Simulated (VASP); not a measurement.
# TiAl (P4/mmm) in VASP: a series of runs

Runs on TiAl. Level: PBEsol. Tasks: single point.

Everything below comes from runs of VASP 6.6.1. Logs are shortened: lines on timing, memory, paths and dates and some standing lists are left out, and cuts for length are marked.

## Step 1: The cell of the first run

Symmetry: P4/mmm, No. 123, tetragonal system. The conventional cell has a = 2.944 Å, b = 2.944 Å, c = 3.627 Å, α = 90.00°, β = 90.00°, γ = 90.00°. Ti (site symmetry 4/mmm) has 8 Al at 2.76 Å and 6 Ti at 2.94 to 3.63 Å within 3.7 Å. Al (site symmetry 4/mmm) has 8 Ti at 2.76 Å and 6 Al at 2.94 to 3.63 Å within 3.7 Å.

## Step 2: Single point, PBEsol (15.72 Å³/atom)

INCAR

```
PREC = Accurate ; ENCUT = 520
EDIFF = 1E-7 ; ISMEAR = 0
SIGMA = 0.15 ; LREAL = False
LASPH = True ; NELM = 100
ALGO = Fast ; ISIF = 2
LWAVE = False ; LCHARG = True
GGA = PS ; LELF = True
LVHAR = True ; NBANDS = 14
```

KPOINTS

```
regular mesh
0
Gamma
  16 16 16
```

POSCAR

```
TiAl
1.0
    2.9440403664      0.0000000000      0.0000000000
    0.0000000000      2.9440403664      0.0000000000
    0.0000000000      0.0000000000      3.6270577314
Ti Al
1 1
Direct
    0.0000000000      0.0000000000      0.0000000000
    0.5000000000      0.5000000000      0.5000000000
```

Potentials or basis: VASP PAW PBE potentials, release 64 (Ti_sv, Al).

The run is started by

```console
cat potpaw_PBE.64/Ti_sv/POTCAR potpaw_PBE.64/Al/POTCAR > POTCAR
mpirun -np 1 vasp_std > vasp.out
```

OUTCAR:

```text
PREC = Accurate
   ENCUT = 520
   EDIFF = 1E-7
   ISMEAR = 0
   LREAL = False
   LASPH = True
   NELM = 100
   ISIF = 2
   GGA = PS

 ion  position               nearest neighbor table
   1  0.000  0.000  0.000-   2 2.76   2 2.76   2 2.76   2 2.76   2 2.76   2 2.76   2 2.76   2 2.76

   2  0.500  0.500  0.500-   1 2.76   1 2.76   1 2.76   1 2.76   1 2.76   1 2.76   1 2.76   1 2.76

  LATTYP: Found a simple tetragonal cell.
 ALAT       =     2.9440403664
 C/A-ratio  =     1.2320000000

  Lattice vectors:

 A1 = (   2.9440403664,   0.0000000000,   0.0000000000)
 A2 = (   0.0000000000,   2.9440403664,   0.0000000000)
 A3 = (   0.0000000000,   0.0000000000,   3.6270577314)

Analysis of symmetry for initial positions (statically):
=====================================================================
 Subroutine PRICEL returns:
 Original cell was already a primitive cell.

 Routine SETGRP: Setting up the symmetry group for a
 simple tetragonal supercell.

 Subroutine GETGRP returns: Found 16 space group operations
 (whereof 16 operations were pure point group operations)
 out of a pool of 16 trial point group operations.

The static configuration has the point symmetry D_4h.

Analysis of symmetry for dynamics (positions and initial velocities):
=====================================================================
 Subroutine PRICEL returns:
 Original cell was already a primitive cell.

 Routine SETGRP: Setting up the symmetry group for a
 simple tetragonal supercell.

 Subroutine GETGRP returns: Found 16 space group operations
 (whereof 16 operations were pure point group operations)
 out of a pool of 16 trial point group operations.

The dynamic configuration has the point symmetry D_4h.

 Subroutine INISYM returns: Found 16 space group operations
 (whereof 16 operations are pure point group operations),
 and found     1 'primitive' translations

----------------------------------------------------------------------------------------

                                     Primitive cell

  volume of cell :      31.4371

  direct lattice vectors                    reciprocal lattice vectors
     2.944040366  0.000000000  0.000000000     0.339669256  0.000000000  0.000000000
     0.000000000  2.944040366  0.000000000     0.000000000  0.339669256  0.000000000
     0.000000000  0.000000000  3.627057731     0.000000000  0.000000000  0.275705565

  length of vectors
     2.944040366  2.944040366  3.627057731     0.339669256  0.339669256  0.275705565

  position of ions in fractional coordinates (direct lattice)
     0.000000000  0.000000000  0.000000000
     0.500000000  0.500000000  0.500000000

  ion indices of the primitive-cell ions
   primitive index   ion index
                 1           1
                 2           2

----------------------------------------------------------------------------------------

 KPOINTS: regular mesh

Automatic generation of k-mesh.
 Grid dimensions read from file:
 generate k-points for:   16   16   16

 Generating k-lattice:

  Cartesian coordinates                     Fractional coordinates (reciprocal lattice)
     0.021229328  0.000000000  0.000000000     0.062500000  0.000000000  0.000000000
     0.000000000  0.021229328  0.000000000     0.000000000  0.062500000  0.000000000
     0.000000000  0.000000000  0.017231598     0.000000000  0.000000000  0.062500000

  Length of vectors
     0.021229328  0.021229328  0.017231598

  Shift w.r.t. Gamma in fractional coordinates (k-lattice)
     0.000000000  0.000000000  0.000000000

 Subroutine IBZKPT returns following result:
 ===========================================

 Found    405 irreducible k-points:

 Following reciprocal coordinates:
            Coordinates               Weight
  0.000000  0.000000  0.000000      1.000000
  0.062500  0.000000  0.000000      4.000000
  0.125000  0.000000  0.000000      4.000000
  0.187500  0.000000  0.000000      4.000000
  0.250000  0.000000  0.000000      4.000000
  0.312500  0.000000  0.000000      4.000000
[... 16 lines left out ...]
  0.437500  0.125000  0.000000      8.000000
  0.500000  0.125000  0.000000      4.000000
 [... further k-points ...]
   k-points           NKPTS =    405   k-points in BZ     NKDIM =    405   number of bands    NBANDS=     14
   number of dos      NEDOS =    301   number of ions     NIONS =      2
   total plane-waves  NPLWV =  16128
   dimension x,y,z NGX =    24 NGY =   24 NGZ =   28
   dimension x,y,z NGXF=    48 NGYF=   48 NGZF=   56
   ions per type =               1   1
   NGX,Y,Z   is equivalent  to a cutoff of  13.55, 13.55, 12.83 a.u.
   NGXF,Y,Z  is equivalent  to a cutoff of  27.10, 27.10, 25.67 a.u.
 SYSTEM =  unknown system
   PREC   = accura    normal or accurate (medium, high low for compatibility)
   ISTART =      0    job   : 0-new  1-cont  2-samecut
   ICHARG =      2    charge: 1-file 2-atom 10-const
   ISPIN  =      1    spin polarized calculation?
   LNONCOLLINEAR =      F non collinear calculations
   LSORBIT =      F    spin-orbit coupling
   LASPH  =      T    aspherical Exc in radial PAW
   ENCUT  =  520.0 eV  38.22 Ry    6.18 a.u.   5.47  5.47  6.74*2*pi/ulx,y,z
   NELM   =    100;   NELMIN=  2; NELMDL= -5     # of ELM steps
   EDIFF  = 0.1E-06   stopping-criterion for ELM
   LREAL  =      F    real-space projection
   EDIFFG = 0.1E-05   stopping-criterion for IOM
   NSW    =      0    number of steps for IOM
   IBRION =     -1    ionic relax: 0-MD 1-quasi-New 2-CG
   NFREE  =      0    steps in history (QN), initial steepest desc. (CG)
   ISIF   =      2    stress and relaxation
   ISYM   =      2    0-nonsym 1-usesym 2-fastsym
   POTIM  = 0.5000    time-step for ionic-motion
   TEBEG  =    0.0;   TEEND  =   0.0 temperature during run
   PSTRESS=    0.0 pullay stress
   NELECT =      15.0000    total number of electrons
   NUPDOWN=      -1.0000    fix difference up-down
   EMIN   =  10.00;   EMAX   =-10.00  energy-range for DOS
   EFERMI =   0.00;   METHOD = LEGACY
   ISMEAR =     0;   SIGMA  =   0.15  broadening in eV -4-tet -1-fermi 0-gaus
   EFERMI_NEDOS =   21; number of points for ismear=-14 and -15
   IALGO  =     68    algorithm
   IMIX   =      4    mixing-type and parameters
     AMIX     =   0.40;   BMIX     =  1.00
     AMIX_MAG =   1.60;   BMIX_MAG =  1.00
  volume/ion in A,a.u.               =      15.72       106.07
  Fermi-wavevector in a.u.,A,eV,Ry     =   1.279257  2.417446 22.265926  1.636499
  Thomas-Fermi vector in A             =   2.411753
   LORBIT       =      0    0 simple, 1 ext, 2 COOP (PROOUT), +10 PAW based schemes
   GGA     = PS    functional components
   LHFCALC =     F    Hartree Fock is set to
   AEXX    =    0.0000 exact exchange contribution
   IVDW    =     0    specifies the selected vdW correction
   LEPSILON=     F    determine dielectric tensor
   LRPA    =     F    only Hartree local field effects (RPA)
 non-spin polarized calculation
 RMM-DIIS sequential band-by-band and
 Gauss-broadening in eV      SIGMA  =   0.15
  energy-cutoff  :      520.00
  volume of cell :       31.44
 maximum number of plane-waves:       862
 NGX is ok and might be reduce to    24
   NGX = 11   NGY = 11   NGZ = 13

 number of electron      15.0000001 magnetization

 Free energy of the ion-electron system (eV)
  ---------------------------------------------------
  ext. energy  EPLUGINS =         0.00000000
  ---------------------------------------------------
  free energy    TOTEN  =       -13.15644495 eV

  energy without entropy =      -13.13342334  energy(sigma->0) =      -13.14493415

 E-fermi :   8.6796     XC(G=0): -11.2791

 val. band max:        8.6788276479   @ k =   0.3750   0.1875   0.4375
 cond. band min:       8.6799858565   @ k =   0.3750   0.2500   0.1250
 fundamental gap:      0.0011582086
 Fermi energy:         8.6795623693

 k-point     1 :       0.0000    0.0000    0.0000
  band No.  band energies     occupation
      1     -47.7301      2.00000
      2     -24.1816      2.00000
      3     -23.8992      2.00000
      4     -23.8992      2.00000
      5      -0.4993      2.00000
      6       7.0144      2.00000
      7       7.6400      2.00000
      8      10.1303      0.00000
      9      10.6098      0.00000
     10      10.6098      0.00000
     11      11.4587      0.00000
     12      15.4657      0.00000
     13      15.4657      0.00000
     14      17.7250      0.00000

 k-point     2 :       0.0625    0.0000    0.0000
  band No.  band energies     occupation
      1     -47.7287      2.00000
      2     -24.1801      2.00000
      3     -23.9125      2.00000
      4     -23.8980      2.00000
      5      -0.4269      2.00000
      6       7.0569      2.00000
      7       7.6498      2.00000
      8       9.7537      0.00000
      9      10.6217      0.00000
     10      11.0184      0.00000
     11      11.3714      0.00000
     12      14.8543      0.00000
     13      15.5870      0.00000
     14      16.6355      0.00000

 k-point     3 :       0.1250    0.0000    0.0000
  band No.  band energies     occupation
      1     -47.7246      2.00000
      2     -24.1759      2.00000
      3     -23.9504      2.00000
      4     -23.8947      2.00000
      5      -0.2117      2.00000
      6       7.1714      2.00000
      7       7.6579      2.00000
      8       9.2477      0.00000
      9      10.6556      0.00000
     10      11.1431      0.00000
     11      11.6242      0.00000
     12      13.7857      0.00000
     13      15.9217      0.00000
     14      16.5409      0.00000

 k-point     4 :       0.1875    0.0000    0.0000
  band No.  band energies     occupation
      1     -47.7186      2.00000
      2     -24.1697      2.00000
      3     -24.0068      2.00000
      4     -23.8898      2.00000
      5       0.1418      2.00000
      6       7.2807      2.00000
      7       7.6315      2.00000
      8       8.7783      0.35210
      9      10.7071      0.00000
     10      10.8427      0.00000
     11      12.2713      0.00000
     12      12.8467      0.00000
     13      16.4129      0.00000
     14      16.4039      0.00000

 k-point     5 :       0.2500    0.0000    0.0000
  band No.  band energies     occupation
      1     -47.7114      2.00000
      2     -24.1622      2.00000
      3     -24.0726      2.00000
      4     -23.8840      2.00000
      5       0.6262      2.00000
      6       7.0614      2.00000
      7       7.7329      2.00000
      8       8.3689      1.99660
      9      10.5321      0.00000
     10      10.7689      0.00000
     11      12.2808      0.00000
[... 276 lines left out ...]
 k-point    22 :       0.3750    0.1250    0.0000
  band No.  band energies     occupation
      1     -47.6928      2.00000
      2     -24.1861      2.00000
      3     -24.1431      2.00000
      4     -23.9220      2.00000
      5       2.1899      2.00000
      6       5.7478      2.00000
      7       7.9079      2.00000
      8       8.3017      1.99963
      9       9.7252      0.00000
     10      10.3653      0.00000
     11      12.3379      0.00000
     12      14.9972      0.00000
     13      15.6654      0.00000
     14      16.5829      0.00000

 k-point    23 :       0.4375    0.1250    0.0000
  band No.  band energies     occupation
      1     -47.6887      2.00000
      2     -24.2223      2.00000
      3     -24.1389      2.00000
      4     -23.9184      2.00000
      5       2.9789      2.00000
      6       4.8321      2.00000
      7       7.7642      2.00000
      8       8.5078      1.89472
      9       9.5214      0.00000
     10      10.4170      0.00000
     11      12.5737      0.00000
     12      15.4173      0.00000
     13      15.7171      0.00000
     14      17.3613      0.00000

 k-point    24 :       0.5000    0.1250    0.0000
  band No.  band energies     occupation
      1     -47.6873      2.00000
      2     -24.2349      2.00000
      3     -24.1374      2.00000
      4     -23.9171      2.00000
      5       3.6715      2.00000
      6       4.0904      2.00000
      7       7.7152      2.00000
      8       8.5994      1.55015
      9       9.4300      0.00000
     10      10.4360      0.00000
     11      12.6913      0.00000
     12      15.3073      0.00000
     13      16.1939      0.00000
     14      17.2214      0.00000

 [... further k-points ...]

------------------------ aborting loop because EDIFF is reached ----------------------------------------

  FORCE on cell =-STRESS in cart. coord.  units (eV):
  Direction    XX          YY          ZZ          XY          YZ          ZX
  --------------------------------------------------------------------------------------
  -------------------------------------------------------------------------------------
  Total       -0.5160750     -0.5160750      1.1739674      0.0000000      0.0000000      0.0000000
  in kB      -26.3015559    -26.3015559     59.8307753      0.0000000      0.0000000      0.0000000
  external PRESSURE =       2.4092211 kB  Pullay stress =       0.0000000 kB

 VOLUME and BASIS-vectors are now :
 -----------------------------------------------------------------------------
  energy-cutoff  :      520.00
  volume of cell :       31.44
      direct lattice vectors                 reciprocal lattice vectors
     2.944040366  0.000000000  0.000000000     0.339669256  0.000000000  0.000000000
     0.000000000  2.944040366  0.000000000     0.000000000  0.339669256  0.000000000
     0.000000000  0.000000000  3.627057731     0.000000000  0.000000000  0.275705565

 POSITION                                       TOTAL-FORCE (eV/Angst)
 -----------------------------------------------------------------------------------
      0.00000      0.00000      0.00000         0.000000      0.000000      0.000000
      1.47202      1.47202      1.81353         0.000000      0.000000      0.000000
 -----------------------------------------------------------------------------------
    total drift:                               -0.000000      0.000000      0.000000

  FREE ENERGIE OF THE ION-ELECTRON SYSTEM (eV)
  ---------------------------------------------------
  free  energy   TOTEN  =       -13.1564449542 eV

  energy  without entropy=      -13.1334233372  energy(sigma->0) =      -13.14493415
```

It took 2.1 min on 1 thread of Intel Xeon 6975P-C (Granite Rapids), shared host; peak memory 0.29 GiB.

Results:

| Property | Result |
| --- | --- |
| Free energy | -13.1564 eV |
| Pressure | 0.2 GPa |
| Band gap on the k mesh | zero (an odd number of electrons rules out a gap without spin polarisation) |

Stress tensor (GPa, compression positive):
```
-2.63  0.00  0.00
 0.00 -2.63  0.00
 0.00  0.00  5.98
```

Caveat: the stress differs along the axes, from -3 to 6 GPa; the PAW data sets were made with another functional, which shifts forces and pressure a little.

## Step 3: Single point, PBEsol (16.14 Å³/atom)

This run uses another cell than the first one, of 16.14 Å³/atom.

INCAR

```
SYSTEM = TiAl
PREC = Accurate
ENCUT = 520
EDIFF = 1E-6
ISMEAR = 0
SIGMA = 0.15
LREAL = .FALSE.
LASPH = .TRUE.
NELM = 60
ALGO = Fast
ISIF = 2
LWAVE = .FALSE.
LCHARG = .FALSE.
GGA = PS
NBANDS = 14
```

KPOINTS

```
Automatic mesh
0
G
  16 16 16
  0 0 0
```

POSCAR

```
TiAl
1.0
    2.9019628136      0.0000000000      0.0000000000
    0.0000000000      2.9019628136      0.0000000000
    0.0000000000      0.0000000000      3.8326222879
Ti Al
1 1
Direct
    0.0000000000      0.0000000000      0.0000000000
    0.5000000000      0.5000000000      0.5000000000
```

Potentials or basis: VASP PAW PBE potentials, release 64 (Ti_sv, Al).

The run is started by

```console
cat potpaw_PBE.64/Ti_sv/POTCAR potpaw_PBE.64/Al/POTCAR > POTCAR
mpirun -np 1 vasp_std > vasp.out
```

Run time: 1.7 min. Hardware: 1 thread of Intel Xeon 6975P-C (Granite Rapids), shared host; peak memory 0.29 GiB.

The run converged. Its results:

| Property | Result |
| --- | --- |
| Free energy | -13.2170 eV |
| Pressure | -2.7 GPa |
| Band gap on the k mesh | zero (an odd number of electrons rules out a gap without spin polarisation) |

Stress tensor (GPa, compression positive):
```
-4.56  0.00  0.00
 0.00 -4.56  0.00
 0.00  0.00  1.01
```

Levels at points of the mesh, in eV from the Fermi level:
| k point | band 5 | band 6 | band 7 | band 8 | band 9 | band 10 | band 11 | band 12 |
| --- | --- | --- | --- | --- | --- | --- | --- | --- |
| (0.00, 0.00, 0.00) | -9.04 | -1.72 | -0.90 | 0.57 | 1.98 | 1.98 | 2.97 | 7.12 |
| (0.50, 0.00, 0.00) | -4.86 | -4.69 | -1.39 | -0.26 | 1.42 | 2.31 | 4.17 | 5.73 |
| (0.50, 0.50, 0.00) | -3.55 | -0.83 | -0.83 | -0.71 | -0.12 | -0.12 | 3.89 | 5.03 |
| (0.00, 0.00, 0.50) | -7.23 | -5.23 | -0.62 | 1.16 | 1.42 | 1.42 | 3.00 | 7.49 |
| (0.50, 0.00, 0.50) | -5.01 | -2.79 | -1.36 | -1.27 | 1.53 | 1.74 | 1.94 | 4.28 |
| (0.50, 0.50, 0.50) | -2.64 | -2.54 | -2.54 | 1.42 | 2.25 | 2.68 | 3.82 | 3.82 |

Caveat: the stress differs along the axes, from -5 to 1 GPa; the PAW data sets were made with another functional, which shifts forces and pressure a little.
